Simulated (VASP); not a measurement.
A run of VASP 6.6.1:

The input INCAR:

```
SYSTEM = KCl
PREC = Accurate
ENCUT = 500
EDIFF = 1E-6
ISMEAR = 0
SIGMA = 0.01
LREAL = .FALSE.
LASPH = .TRUE.
NELM = 120
ALGO = Normal
ISIF = 2
LWAVE = .FALSE.
LCHARG = .TRUE.
GGA = PE
LELF = .TRUE.
LVHAR = .TRUE.
NBANDS = 15
GGA_COMPAT = .FALSE.
```

File KPOINTS:

```
regular mesh
0
G
  4 4 4
  0 0 0
```

Contents of POSCAR:

```
KCl
1.0
    0.0000000000      3.2463631421      3.2463631421
    3.2463631421      0.0000000000      3.2463631421
    3.2463631421      3.2463631421      0.0000000000
K Cl
1 1
Direct
    0.0000000000      0.0000000000      0.0000000000
    0.5000000000      0.5000000000      0.5000000000
```

Potentials or basis: VASP PAW PBE potentials, release 64 (K_sv, Cl).

Run with:

```bash
$ cat potpaw_PBE.64/K_sv/POTCAR potpaw_PBE.64/Cl/POTCAR > POTCAR
$ mpirun -np 1 vasp_std > vasp.out
```

Hardware: 1 thread of Intel(R) Xeon(R) Platinum 8259CL CPU @ 2.50GHz (Skylake/Cascade Lake), with other jobs on the host.

Estimate the wall time of this run.

It took 14 s on 1 thread of Intel(R) Xeon(R) Platinum 8259CL CPU @ 2.50GHz (Skylake/Cascade Lake), on a shared host, peak memory 0.2 GiB. Counts: scf iterations 13, k points 8.
